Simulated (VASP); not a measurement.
# SnO2 (R3m) in VASP: notebook

SnO2 is run at these levels: LDA; tasks: single point.

Everything below comes from runs of VASP 6.6.1. Logs are shortened: lines on timing, memory, paths and dates and some standing lists are left out, and cuts for length are marked.

### Step 1. The cell of the first run

The typed cell holds 12 atoms: a = 5.551 Å, b = 5.551 Å, c = 5.551 Å, α = 71.76°, β = 71.76°, γ = 71.76°.

### Step 2. Single point, LDA

File INCAR:

```
ALGO = Normal
EDIFF = 1E-6
ENCUT = 520
GGA = CA
ISIF = 2
ISMEAR = 0
LASPH = T
LCHARG = F
LREAL = F
LWAVE = F
NBANDS = 64
NELM = 100
PREC = Accurate
SIGMA = 0.05
```

File KPOINTS:

```
k-points
0
Gamma
  6 6 6
```

File POSCAR:

```
SnO2
1.0
    3.2534500000      1.8783802333      4.0868653298
   -3.2534500000      1.8783802333      4.0868653298
    0.0000000000     -3.7567604666      4.0868653298
Sn O
4 8
Direct
    0.8645353782      0.8645353782      0.8645353782
    0.3648691645      0.3648691645      0.8648751974
    0.3648691645      0.8648751974      0.3648691645
    0.8648751974      0.3648691645      0.3648691645
    0.1199116729      0.6196051221      0.6196051221
    0.6196051221      0.1199116729      0.6196051221
    0.6196051221      0.6196051221      0.1199116729
    0.6099370359      0.6099370359      0.6099370359
    0.1198492242      0.1198492242      0.1198492242
    0.1096932183      0.1096932183      0.6100024814
    0.1096932183      0.6100024814      0.1096932183
    0.6100024814      0.1096932183      0.1096932183
```

Potentials or basis: VASP PAW LDA potentials, release 64 (Sn_d, O).

Started as:

```bash
$ cat potpaw_LDA.64/Sn_d/POTCAR potpaw_LDA.64/O/POTCAR > POTCAR
$ mpirun -np 1 vasp_std > vasp.out
```

OUTCAR:

```text
EDIFF = 1E-6
   ENCUT = 520
   GGA = CA
   ISIF = 2
   ISMEAR = 0
   LASPH = T
   LREAL = F
   NELM = 100
   PREC = Accurate

 ion  position               nearest neighbor table
   1  0.865  0.865  0.865-   5 2.11   6 2.11   7 2.11  11 2.11  12 2.11  10 2.11   2 3.25   2 3.25
                             3 3.25   4 3.25   3 3.25   4 3.25
   2  0.365  0.365  0.865-  11 2.11  12 2.11   9 2.11   8 2.11   5 2.11   6 2.11   3 3.25   4 3.25
                             1 3.25   1 3.25   4 3.25   3 3.25
   3  0.365  0.865  0.365-  10 2.11  12 2.11   9 2.11   8 2.11   7 2.11   5 2.11   4 3.25   2 3.25
                             1 3.25   1 3.25   4 3.25   2 3.25
   4  0.865  0.365  0.365-  10 2.11  11 2.11   9 2.11   8 2.11   7 2.11   6 2.11   3 3.25   2 3.25
                             1 3.25   1 3.25   3 3.25   2 3.25
   5  0.120  0.620  0.620-   1 2.11   2 2.11   3 2.11
   6  0.620  0.120  0.620-   1 2.11   2 2.11   4 2.11
   7  0.620  0.620  0.120-   1 2.11   3 2.11   4 2.11
   8  0.610  0.610  0.610-   3 2.11   4 2.11   2 2.11
   9  0.120  0.120  0.120-   3 2.11   4 2.11   2 2.11
  10  0.110  0.110  0.610-   3 2.11   4 2.11   1 2.11
  11  0.110  0.610  0.110-   2 2.11   4 2.11   1 2.11
  12  0.610  0.110  0.110-   2 2.11   3 2.11   1 2.11

  LATTYP: Found a trigonal (rhomboedric) cell.
 ALAT       =     5.5511906315
 COS(alpha) =     0.3130170065

  Lattice vectors:

 A1 = (   3.2534500000,   1.8783802333,   4.0868653298)
 A2 = (  -3.2534500000,   1.8783802333,   4.0868653298)
 A3 = (   0.0000000000,  -3.7567604666,   4.0868653298)

Analysis of symmetry for initial positions (statically):
=====================================================================
 Subroutine PRICEL returns:
 Original cell was already a primitive cell.

 Routine SETGRP: Setting up the symmetry group for a
 trigonal (rhombohedral) supercell.

 Subroutine GETGRP returns: Found  6 space group operations
 (whereof  6 operations were pure point group operations)
 out of a pool of 12 trial point group operations.

The static configuration has the point symmetry C_3v.

Analysis of symmetry for dynamics (positions and initial velocities):
=====================================================================
 Subroutine PRICEL returns:
 Original cell was already a primitive cell.

 Routine SETGRP: Setting up the symmetry group for a
 trigonal (rhombohedral) supercell.

 Subroutine GETGRP returns: Found  6 space group operations
 (whereof  6 operations were pure point group operations)
 out of a pool of 12 trial point group operations.

The dynamic configuration has the point symmetry C_3v.

 Subroutine INISYM returns: Found  6 space group operations
 (whereof  6 operations are pure point group operations),
 and found     1 'primitive' translations

----------------------------------------------------------------------------------------

                                     Primitive cell

  volume of cell :     149.8543

  direct lattice vectors                    reciprocal lattice vectors
     3.253450000  1.878380233  4.086865330     0.153683013  0.088728929  0.081562104
    -3.253450000  1.878380233  4.086865330    -0.153683013  0.088728929  0.081562104
     0.000000000 -3.756760467  4.086865330     0.000000000 -0.177457858  0.081562104

  length of vectors
     5.551190632  5.551190632  5.551190632     0.195304040  0.195304040  0.195304040

  position of ions in fractional coordinates (direct lattice)
     0.864535378  0.864535378  0.864535378
     0.364869165  0.364869165  0.864875197
     0.364869164  0.864875197  0.364869165
     0.864875197  0.364869164  0.364869165
     0.119911673  0.619605122  0.619605122
     0.619605122  0.119911673  0.619605122
     0.619605122  0.619605122  0.119911673
     0.609937036  0.609937036  0.609937036
     0.119849224  0.119849224  0.119849224
     0.109693218  0.109693218  0.610002481
     0.109693218  0.610002481  0.109693218
     0.610002481  0.109693218  0.109693218

  ion indices of the primitive-cell ions
   primitive index   ion index
                 1           1
                 2           2
                 3           3
                 4           4
                 5           5
                 6           6
                 7           7
                 8           8
                 9           9
                10          10
                11          11
                12          12

----------------------------------------------------------------------------------------

 KPOINTS: k-points

Automatic generation of k-mesh.
 Grid dimensions read from file:
 generate k-points for:    6    6    6

 Generating k-lattice:

  Cartesian coordinates                     Fractional coordinates (reciprocal lattice)
     0.025613836  0.014788155  0.013593684     0.166666667  0.000000000  0.000000000
    -0.025613836  0.014788155  0.013593684     0.000000000  0.166666667  0.000000000
     0.000000000 -0.029576310  0.013593684     0.000000000  0.000000000  0.166666667

  Length of vectors
     0.032550673  0.032550673  0.032550673

  Shift w.r.t. Gamma in fractional coordinates (k-lattice)
     0.000000000  0.000000000  0.000000000

 Subroutine IBZKPT returns following result:
 ===========================================

 Found     32 irreducible k-points:

 Following reciprocal coordinates:
            Coordinates               Weight
  0.000000  0.000000  0.000000      1.000000
  0.166667  0.000000  0.000000      6.000000
  0.333333  0.000000  0.000000      6.000000
  0.500000  0.000000 -0.000000      3.000000
  0.166667  0.166667  0.000000      6.000000
  0.333333  0.166667  0.000000     12.000000
[... 16 lines left out ...]
  0.500000  0.500000  0.166667      6.000000
 -0.333333  0.500000  0.166667     12.000000
 [... further k-points ...]
   k-points           NKPTS =     32   k-points in BZ     NKDIM =     32   number of bands    NBANDS=     64
   number of dos      NEDOS =    301   number of ions     NIONS =     12
   total plane-waves  NPLWV =  74088
   dimension x,y,z NGX =    42 NGY =   42 NGZ =   42
   dimension x,y,z NGXF=    84 NGYF=   84 NGZF=   84
   ions per type =               4   8
   NGX,Y,Z   is equivalent  to a cutoff of  12.58, 12.58, 12.58 a.u.
   NGXF,Y,Z  is equivalent  to a cutoff of  25.16, 25.16, 25.16 a.u.
 SYSTEM =  unknown system
   PREC   = accura    normal or accurate (medium, high low for compatibility)
   ISTART =      0    job   : 0-new  1-cont  2-samecut
   ICHARG =      2    charge: 1-file 2-atom 10-const
   ISPIN  =      1    spin polarized calculation?
   LNONCOLLINEAR =      F non collinear calculations
   LSORBIT =      F    spin-orbit coupling
   LASPH  =      T    aspherical Exc in radial PAW
   ENCUT  =  520.0 eV  38.22 Ry    6.18 a.u.  10.32 10.32 10.32*2*pi/ulx,y,z
   NELM   =    100;   NELMIN=  2; NELMDL= -5     # of ELM steps
   EDIFF  = 0.1E-05   stopping-criterion for ELM
   LREAL  =      F    real-space projection
   EDIFFG = 0.1E-04   stopping-criterion for IOM
   NSW    =      0    number of steps for IOM
   IBRION =     -1    ionic relax: 0-MD 1-quasi-New 2-CG
   NFREE  =      0    steps in history (QN), initial steepest desc. (CG)
   ISIF   =      2    stress and relaxation
   ISYM   =      2    0-nonsym 1-usesym 2-fastsym
   POTIM  = 0.5000    time-step for ionic-motion
   TEBEG  =    0.0;   TEEND  =   0.0 temperature during run
   PSTRESS=    0.0 pullay stress
   NELECT =     104.0000    total number of electrons
   NUPDOWN=      -1.0000    fix difference up-down
   EMIN   =  10.00;   EMAX   =-10.00  energy-range for DOS
   EFERMI =   0.00;   METHOD = LEGACY
   ISMEAR =     0;   SIGMA  =   0.05  broadening in eV -4-tet -1-fermi 0-gaus
   EFERMI_NEDOS =   21; number of points for ismear=-14 and -15
   IALGO  =     38    algorithm
   IMIX   =      4    mixing-type and parameters
     AMIX     =   0.40;   BMIX     =  1.00
     AMIX_MAG =   1.60;   BMIX_MAG =  1.00
  volume/ion in A,a.u.               =      12.49        84.27
  Fermi-wavevector in a.u.,A,eV,Ry     =   1.449427  2.739019 28.583626  2.100837
  Thomas-Fermi vector in A             =   2.567154
   LORBIT       =      0    0 simple, 1 ext, 2 COOP (PROOUT), +10 PAW based schemes
   GGA     = CA    functional components
   LHFCALC =     F    Hartree Fock is set to
   AEXX    =    0.0000 exact exchange contribution
   IVDW    =     0    specifies the selected vdW correction
   LEPSILON=     F    determine dielectric tensor
   LRPA    =     F    only Hartree local field effects (RPA)
 non-spin polarized calculation
 Gauss-broadening in eV      SIGMA  =   0.05
  energy-cutoff  :      520.00
  volume of cell :      149.85
 maximum number of plane-waves:      4058
 NGX is ok and might be reduce to    42
   NGX = 21   NGY = 21   NGZ = 21

 number of electron     103.9999997 magnetization

 Free energy of the ion-electron system (eV)
  ---------------------------------------------------
  ext. energy  EPLUGINS =         0.00000000
  ---------------------------------------------------
  free energy    TOTEN  =       -82.18188875 eV

  energy without entropy =      -82.18188875  energy(sigma->0) =      -82.18188875

 E-fermi :   5.4859     XC(G=0): -11.5382

 val. band max:        5.2040050599   @ k =   0.0000   0.0000   0.0000
 cond. band min:       6.4418672421   @ k =   0.0000   0.0000   0.0000
 fundamental gap:      1.2378621822
 Fermi energy:         5.4858566569

 k-point     1 :       0.0000    0.0000    0.0000
  band No.  band energies     occupation
      1     -15.6032      2.00000
      2     -15.6031      2.00000
      3     -15.6031      2.00000
      4     -15.0740      2.00000
      5     -14.8228      2.00000
      6     -14.8228      2.00000
[... 56 lines left out ...]
     63      15.7895      0.00000
     64      15.7924      0.00000

 k-point     2 :       0.1667    0.0000    0.0000
  band No.  band energies     occupation
      1     -15.5655      2.00000
      2     -15.5654      2.00000
      3     -15.5592      2.00000
      4     -15.0436      2.00000
      5     -14.8753      2.00000
      6     -14.8085      2.00000
[... 56 lines left out ...]
     63      15.5813      0.00000
     64      15.5967      0.00000

 k-point     3 :       0.3333    0.0000    0.0000
  band No.  band energies     occupation
      1     -15.4672      2.00000
      2     -15.4672      2.00000
      3     -15.4347      2.00000
      4     -15.0660      2.00000
      5     -14.9171      2.00000
      6     -14.9144      2.00000
[... 1396 lines left out ...]
     63      14.3087      0.00000
     64      14.9443      0.00000

 k-point    24 :      -0.3333    0.5000    0.1667
  band No.  band energies     occupation
      1     -15.3786      2.00000
      2     -15.3758      2.00000
      3     -15.3419      2.00000
      4     -15.1614      2.00000
      5     -15.0760      2.00000
      6     -14.9302      2.00000
[... 56 lines left out ...]
     63      14.4444      0.00000
     64      14.6572      0.00000

 [... further k-points ...]

------------------------ aborting loop because EDIFF is reached ----------------------------------------

  FORCE on cell =-STRESS in cart. coord.  units (eV):
  Direction    XX          YY          ZZ          XY          YZ          ZX
  --------------------------------------------------------------------------------------
  -------------------------------------------------------------------------------------
  Total       -5.7481073     -5.7481073     -2.7808322      0.0000000      0.0000000      0.0000000
  in kB      -61.4562737    -61.4562737    -29.7314540      0.0000000      0.0000000      0.0000000
  external PRESSURE =     -50.8813338 kB  Pullay stress =       0.0000000 kB

 VOLUME and BASIS-vectors are now :
 -----------------------------------------------------------------------------
  energy-cutoff  :      520.00
  volume of cell :      149.85
      direct lattice vectors                 reciprocal lattice vectors
     3.253450000  1.878380233  4.086865330     0.153683013  0.088728929  0.081562104
    -3.253450000  1.878380233  4.086865330    -0.153683013  0.088728929  0.081562104
     0.000000000 -3.756760467  4.086865330     0.000000000 -0.177457858  0.081562104

 POSITION                                       TOTAL-FORCE (eV/Angst)
 -----------------------------------------------------------------------------------
      0.00000      0.00000     10.59972         0.000000      0.000000      0.004467
      0.00000     -1.87840      6.51697         0.000000     -0.002396     -0.002027
     -1.62674      0.93920      6.51697        -0.002075      0.001198     -0.002027
      1.62674      0.93920      6.51697         0.002075      0.001198     -0.002027
     -1.62573     -0.93861      5.55455        -0.000500     -0.000289      0.194191
      1.62573     -0.93861      5.55455         0.000500     -0.000289      0.194191
      0.00000      1.87723      5.55455         0.000000      0.000577      0.194191
      0.00000      0.00000      7.47819         0.000000      0.000000     -0.193380
      0.00000      0.00000      1.46942         0.000000      0.000000      0.195277
      0.00000     -1.87954      3.38960         0.000000      0.000767     -0.194285
     -1.62773      0.93977      3.38960         0.000664     -0.000383     -0.194285
      1.62773      0.93977      3.38960        -0.000664     -0.000383     -0.194285
 -----------------------------------------------------------------------------------
    total drift:                                0.000000      0.000001      0.000539

  FREE ENERGIE OF THE ION-ELECTRON SYSTEM (eV)
  ---------------------------------------------------
  free  energy   TOTEN  =       -82.1818887471 eV

  energy  without entropy=      -82.1818887471  energy(sigma->0) =      -82.18188875
```

Run time: 4.4 min. Hardware: 1 thread of Intel Xeon Platinum 8559C (Emerald Rapids), shared host; peak memory 0.35 GiB.

Results:

```
Free energy            : -82.1819 eV
Pressure               : -5.1 GPa
Largest force          : 0.195 eV/Å
Band gap on the k mesh : 1.24 eV
```

Forces on the atoms (eV/Å):
```
Sn   0.000  0.000  0.004
Sn   0.000 -0.002 -0.002
Sn  -0.002  0.001 -0.002
Sn   0.002  0.001 -0.002
O   -0.001  0.000  0.194
O    0.001  0.000  0.194
O    0.000  0.001  0.194
O    0.000  0.000 -0.193
O    0.000  0.000  0.195
O    0.000  0.001 -0.194
O    0.001  0.000 -0.194
O   -0.001  0.000 -0.194
```

Stress tensor (GPa, compression positive):
```
-6.15  0.00  0.00
 0.00 -6.15  0.00
 0.00  0.00 -2.97
```

Levels at points of the mesh, in eV from the valence-band top:
| k point | band 48 | band 49 | band 50 | band 51 | band 52 | band 53 | band 54 | band 55 | band 56 | band 57 |
| --- | --- | --- | --- | --- | --- | --- | --- | --- | --- | --- |
| (0.00, 0.00, 0.00) | -0.62 | -0.08 | -0.08 | -0.08 | 0.00 | 1.24 | 4.45 | 4.45 | 4.45 | 5.05 |
| (0.50, 0.00, 0.00) | -0.61 | -0.39 | -0.39 | -0.11 | -0.10 | 3.83 | 3.83 | 5.32 | 5.32 | 6.18 |
| (0.50, 0.50, 0.00) | -1.06 | -0.64 | -0.64 | -0.22 | -0.22 | 4.33 | 4.33 | 5.31 | 5.31 | 7.16 |
| (0.50, 0.50, 0.50) | -1.26 | -1.26 | -1.16 | -1.16 | -1.16 | 3.50 | 5.14 | 5.14 | 5.14 | 5.68 |

Caveat: the cell stands under tension; spin-orbit coupling is left out, which moves the levels of the heavy elements.

### Step 3. Single point, LDA

This run uses another cell than the first one, of 12.54 Å³/atom.

File INCAR:

```
  PREC = Accurate
  ENCUT = 520
  EDIFF = 1E-6
  ISMEAR = 0
  SIGMA = 0.05
  LREAL = F
  LASPH = T
  NELM = 100
  ALGO = Normal
  ISIF = 2
  LWAVE = F
  LCHARG = F
  NBANDS = 64
```

File KPOINTS:

```
Automatic mesh
0
Gamma
  6 6 6
```

Changes to POSCAR since step 2:

```diff
@@ -2,5 +2,5 @@
 1.0
-    3.2534500000      1.8783802333      4.0868653298
-   -3.2534500000      1.8783802333      4.0868653298
-    0.0000000000     -3.7567604666      4.0868653298
+    3.3015000000      1.9061219137      3.9847000000
+   -3.3015000000      1.9061219137      3.9847000000
+    0.0000000000     -3.8122438274      3.9847000000
 Sn O
```

Potentials or basis: VASP PAW LDA potentials, release 64 (Sn_d, O).

Started as:

```bash
$ cat potpaw_LDA.64/Sn_d/POTCAR potpaw_LDA.64/O/POTCAR > POTCAR
$ mpirun -np 1 vasp_std > vasp.out
```

Wall time 4.3 min (1 thread of Intel Xeon Platinum 8559C (Emerald Rapids), shared host); peak memory 0.34 GiB.

The run converged. Its results:

| Item | Value |
| --- | --- |
| Free energy | -82.0313 eV |
| Pressure | -8.2 GPa |
| Largest force | 0.182 eV/Å |
| Band gap on the k mesh | 0.93 eV |

Forces on the atoms (eV/Å):
```
Sn   0.000  0.000  0.004
Sn   0.000 -0.004 -0.002
Sn  -0.003  0.002 -0.002
Sn   0.003  0.002 -0.002
O   -0.001  0.000  0.179
O    0.001  0.000  0.179
O    0.000  0.001  0.179
O    0.000  0.000 -0.177
O    0.000  0.000  0.182
O    0.000  0.001 -0.180
O    0.001  0.000 -0.180
O   -0.001  0.000 -0.180
```

Stress tensor (GPa, compression positive):
```
-10.45   0.00   0.00
  0.00 -10.45   0.00
  0.00   0.00  -3.66
```

Levels at points of the mesh, in eV from the valence-band top:
```tsv
k point	band 50	band 51	band 52	band 53	band 54	band 55
(0.00, 0.00, 0.00)	-0.09	-0.09	0.00	0.92	4.17	4.17
(0.50, 0.00, 0.00)	-0.34	-0.12	-0.12	3.54	3.54	5.03
(0.50, 0.50, 0.00)	-0.61	-0.23	-0.23	4.09	4.09	5.01
(0.50, 0.50, 0.50)	-1.24	-1.24	-1.24	3.36	4.92	4.92
```

Caveat: the cell stands under tension; spin-orbit coupling is left out, which moves the levels of the heavy elements.
